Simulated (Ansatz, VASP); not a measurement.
**MnO in VASP and in Ansatz**

```
Mn O
1.0
     0.00000    2.22121    2.22121
     2.22121    0.00000    2.22121
     2.22121    2.22121    0.00000
Mn O
1 1
Direct
  0.00000 0.00000 0.00000
  0.50000 0.50000 0.50000
```

Alike in both runs: functional PBE; k mesh 22 × 22 × 22; occupations gaussian, width 0.1 eV; collinear spin.

Ansatz relaxed the structure, and its values are those at the end. VASP's run is a single point on that final structure, the one shown.

```csv
,VASP,Ansatz
version,VASP 6.6.1,Ansatz 0.2.0
potentials or method,"VASP PAW PBE potentials, release 64 (Mn_pv, O), cutoff 600 eV","scalar-relativistic, plane waves, PAW"
valence electrons in the cell,19,21
```

|  | VASP | Ansatz | Ansatz less VASP |
| --- | --- | --- | --- |
| gap on the k mesh at the Fermi level (eV) | none | none | - |
| pressure (GPa) | 0.0 | 0.0 | -0.02 |
| net moment per atom (μB) | 2.38 | 2.38 | 0.000 |
| size of the moment on the site where the two differ most (μB) | 4.32 | 4.04 | -0.286 |

Site moments also hang on the region over which each program counts them. A gap of «none» marks a metal or a gap that the smearing closes. VASP's potentials hold 19 valence electrons a cell and Ansatz's 21, so a difference there can come from the potentials and not from the codes.
